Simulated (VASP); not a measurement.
Write the native input for VASP 6.6.1 that does the following.

| Item | Value |
| --- | --- |
| Task | single point |
| Functional | r2SCAN |
| Potentials or basis | VASP PAW PBE potentials, release 64 (Si, O) |
| Cutoff | 520 eV |
| k mesh | 8 × 8 × 8 |
| Occupations | gaussian, width 0.01 eV |
| Spin | no spin polarisation |
| Dipole correction | no |
| Further INCAR settings | ALGO = Normal; EDIFF = 1e-07; NBANDS = 25 |

Crystal: SiO2.

```
Si O
1.0
    -2.47196    2.47196    3.65784
     2.47196   -2.47196    3.65784
     2.47196    2.47196   -3.65784
Si O
2 4
Cartesian
  0.0000 0.0000 0.0000
  0.0000 2.4720 1.8289
  1.2360 2.9583 2.7434
  0.4863 1.2360 0.9145
  -1.2360 1.9857 2.7434
  -0.4863 3.7079 0.9145
```

These files were run (other wordings do the same):

POSCAR

```
SiO2
1.0
   -2.4719629981      2.4719629981      3.6578437059
    2.4719629981     -2.4719629981      3.6578437059
    2.4719629981      2.4719629981     -3.6578437059
Si O
2 4
Direct
    0.0000000000      0.0000000000      0.0000000000
    0.7500000000      0.2500000000      0.5000000000
    0.9733622659      0.6250000000      0.8483622659
    0.3750000000      0.2233622659      0.3483622659
    0.7766377341      0.1250000000      0.1516377341
    0.8750000000      0.0266377341      0.6516377341
```

INCAR.step1

```
SYSTEM = SiO2
ALGO = Normal
EDIFF = 1E-4
ENCUT = 520
GGA = PE
ISMEAR = 0
LASPH = .True.
LCHARG = .False.
LREAL = .False.
LWAVE = .True.
NBANDS = 25
NELM = 100
PREC = Accurate
SIGMA = 0.01
```

INCAR.step2

```
SYSTEM = SiO2
ALGO = Normal
EDIFF = 1E-7
ENCUT = 520
ISIF = 2
ISMEAR = 0
ISTART = 1
LASPH = .True.
LCHARG = .False.
LMIXTAU = .True.
LREAL = .False.
LWAVE = .False.
METAGGA = R2SCAN
NBANDS = 25
NELM = 100
PREC = Accurate
SIGMA = 0.01
```

KPOINTS

```
k-points
0
Gamma
  8 8 8
  0 0 0
```

Potentials or basis: VASP PAW PBE potentials, release 64 (Si, O).

Command:

```console
$ cat potpaw_PBE.64/Si/POTCAR potpaw_PBE.64/O/POTCAR > POTCAR
$ cp INCAR.step1 INCAR
$ mpirun -np 1 vasp_std > vasp.out
$ cp INCAR.step2 INCAR
$ mpirun -np 1 vasp_std > vasp.out
```

It gave:

```yaml
Pressure: 0.2 GPa
Band_gap_on_the_k_mesh: 6.56 eV, direct
```

Caveat: the PAW data sets were made with another functional, which shifts forces and pressure a little.

Wall time 7.2 min on 1 thread of Intel(R) Xeon(R) Platinum 8124M CPU @ 3.00GHz (Skylake/Cascade Lake), on a shared host, peak memory 0.31 GiB.
